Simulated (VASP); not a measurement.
**SnTe: single point with HSE06**

Crystal: SnTe.

```xyz
2
Lattice="0.0000 3.1893 3.1893 3.1893 0.0000 3.1893 3.1893 3.1893 0.0000" Properties=species:S:1:pos:R:3 pbc="T T T"
Sn    0.0000    0.0000    0.0000
Te    3.1893    3.1893    3.1893
```

* Program: VASP 6.6.1
* Task: single point
* Functional: HSE06
* Potentials or basis: VASP PAW PBE potentials, release 64 (Sn_d, Te)
* Cutoff: 520 eV
* k mesh: 5 × 5 × 5
* Occupations: fermi-dirac, width 0.02 eV
* Spin: no spin polarisation

```json
{
  "Pressure": "-0.6 GPa"
}
```

Levels at points of the mesh, in eV from the Fermi level:
| k point | band 8 | band 9 | band 10 | band 11 | band 12 | band 13 |
| --- | --- | --- | --- | --- | --- | --- |
| (0.00, 0.00, 0.00) | -2.56 | -2.56 | -2.56 | 3.68 | 3.68 | 3.68 |

Wall time 33 min on 1 thread of Oxide Virtual Turin-like Processor (shared host), peak memory 0.3 GiB.

Caveat: this odd mesh misses L, where the gap lies, so gap, dielectric constants and Born charges aren't listed; the PAW data sets were made with another functional, which shifts forces and pressure a little; spin-orbit coupling is left out, which moves the levels of the heavy elements.
